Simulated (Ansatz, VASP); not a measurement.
**Two plane-wave programs on KCl**

Contents of POSCAR:

```
KCl
1.0
    3.7708085932      0.0000000000      0.0000000000
    0.0000000000      3.8722433443      0.0000000000
    0.0000000000      0.0000000000      3.7708085932
K Cl
1 1
Direct
    0.0000000000      0.0000000000      0.0000000000
    0.5000000000      0.5000000000      0.5000000000
```

File INCAR.step1:

```
SYSTEM = KCl
ALGO     = Normal         ! electronic algorithm
EDIFF    = 1E-4           ! SCF threshold, eV
ENCUT    = 520            ! plane-wave cutoff, eV
GGA      = PE             ! functional
ISMEAR   = 0              ! smearing method
LASPH    = .True.         ! aspherical terms in the spheres
LCHARG   = .False.        ! write CHGCAR
LREAL    = .False.        ! projectors in reciprocal space
LWAVE    = .True.         ! write WAVECAR
NBANDS   = 15             ! bands
NELM     = 100            ! most SCF steps
PREC     = Accurate       ! precision mode
SIGMA    = 0.01           ! smearing width, eV
```

Contents of INCAR.step2:

```
SYSTEM = KCl
ALGO     = Normal         ! electronic algorithm
EDIFF    = 1E-6           ! SCF threshold, eV
ENCUT    = 520            ! plane-wave cutoff, eV
ISIF     = 2              ! what is computed and relaxed
ISMEAR   = 0              ! smearing method
ISTART   = 1            
LASPH    = .True.         ! aspherical terms in the spheres
LCHARG   = .False.        ! write CHGCAR
LMIXTAU  = .True.       
LREAL    = .False.        ! projectors in reciprocal space
LWAVE    = .False.        ! write WAVECAR
METAGGA  = R2SCAN         ! meta-GGA
NBANDS   = 15             ! bands
NELM     = 100            ! most SCF steps
PREC     = Accurate       ! precision mode
SIGMA    = 0.01           ! smearing width, eV
```

File KPOINTS:

```
k-points
0
Gamma
  8 8 8
  0 0 0
```

Input for Ansatz:

```yaml
crystal:
  lattice:
    - [3.7708085932, 0.0, 0.0]
    - [0.0, 3.8722433443, 0.0]
    - [0.0, 0.0, 3.7708085932]
  atoms:
    - { symbol: K, position: [0.0, 0.0, 0.0] }
    - { symbol: Cl, position: [0.5, 0.5, 0.5] }
kpoints:
  mp_grid: { grid: [8, 8, 8] }
  band_path:
    path:
      - [0.0, 0.0, 0.0]
      - [0.0, 0.5, 0.0]
      - [0.5, 0.5, 0.0]
      - [0.5, 0.5, 0.5]
      - [0.0, 0.5, 0.5]
    npoints: 1
hamiltonian:
  xc: r2scan
scf:
  occupations: { method: fixed }
  n_extra_bands: 4
output:
  forces: true
  stress: true
  eigenvalues: true
```

Change from the starting cell: uniaxial_y strain +2.7%.

Alike in both runs: task single point; functional r2SCAN; k mesh 8 × 8 × 8; no spin polarisation.

|  | VASP | Ansatz |
| --- | --- | --- |
| version | VASP 6.6.1 | Ansatz 0.2.0 |
| potentials or method | VASP PAW PBE potentials, release 64 (K_sv, Cl) | plane waves, PAW |
| plane-wave cutoff (eV) | 520 | 500 |
| occupations | gaussian, width 0.01 eV | fixed |
| valence electrons in the cell | 16 | 16 |

```tsv
	VASP	Ansatz	Ansatz less VASP
gap on the k mesh at the Fermi level (eV)	5.63	5.62	-0.006
pressure (GPa)	-0.6	-0.6	+0.04
traceless stress, the component that is largest in VASP (GPa)	-0.81	-0.81	+0.001
```

VASP's potentials were made for PBE, not for r2SCAN.
